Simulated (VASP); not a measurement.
# CsH: single point with LDA

Crystal: CsH.

```
CELL_PARAMETERS angstrom
0.00000 3.06048 2.93296
3.06048 0.00000 2.93296
3.06048 3.06048 0.00000
ATOMIC_POSITIONS crystal
Cs 0.00000 0.00000 0.00000
H 0.50000 0.50000 0.50000
```

This cell differs from its parent crystal: strain -0.040 along x and y, -0.080 along z.

```json
{"Program": "VASP 6.6.1", "Task": "single point", "Functional": "LDA", "Potentials or basis": "VASP PAW LDA potentials, release 64 (Cs_sv, H)", "Cutoff": "520 eV", "k mesh": "8 × 8 × 8", "Occupations": "gaussian, width 0.05 eV", "Spin": "no spin polarisation", "Dipole correction": "no", "Further INCAR settings": "ALGO = Normal; EDIFF = 1e-06; NBANDS = 12"}
```

| Item | Value |
| --- | --- |
| Pressure | 0.5 GPa |
| Band gap on the k mesh | 1.65 eV, direct |

Stress tensor (GPa, compression positive):
```
-0.04  0.00  0.00
 0.00 -0.04  0.00
 0.00  0.00  1.68
```

Levels at points of the mesh, in eV from the valence-band top:
| k point | band 2 | band 3 | band 4 | band 5 | band 6 | band 7 | band 8 | band 9 |
| --- | --- | --- | --- | --- | --- | --- | --- | --- |
| (0.00, 0.00, 0.00) | -7.87 | -7.87 | -7.83 | -2.27 | 4.82 | 4.82 | 5.06 | 6.03 |
| (0.50, 0.00, 0.00) | -9.23 | -8.05 | -7.96 | 0.00 | 1.65 | 4.22 | 4.59 | 7.46 |
| (0.50, 0.50, 0.00) | -8.98 | -8.36 | -8.36 | -1.80 | 2.33 | 6.24 | 8.55 | 8.55 |
| (0.50, 0.00, 0.50) | -9.03 | -8.29 | -8.24 | -1.78 | 2.48 | 5.82 | 8.32 | 8.52 |

Wall time 17 s on 1 thread of AMD EPYC 9R14 (Zen 4), on a shared host, peak memory 0.14 GiB.

Caveat: the cell differs from its parent crystal (strain -0.040 along x and y, -0.080 along z); spin-orbit coupling is left out, which moves the levels of the heavy elements. A k mesh can miss the band edges.
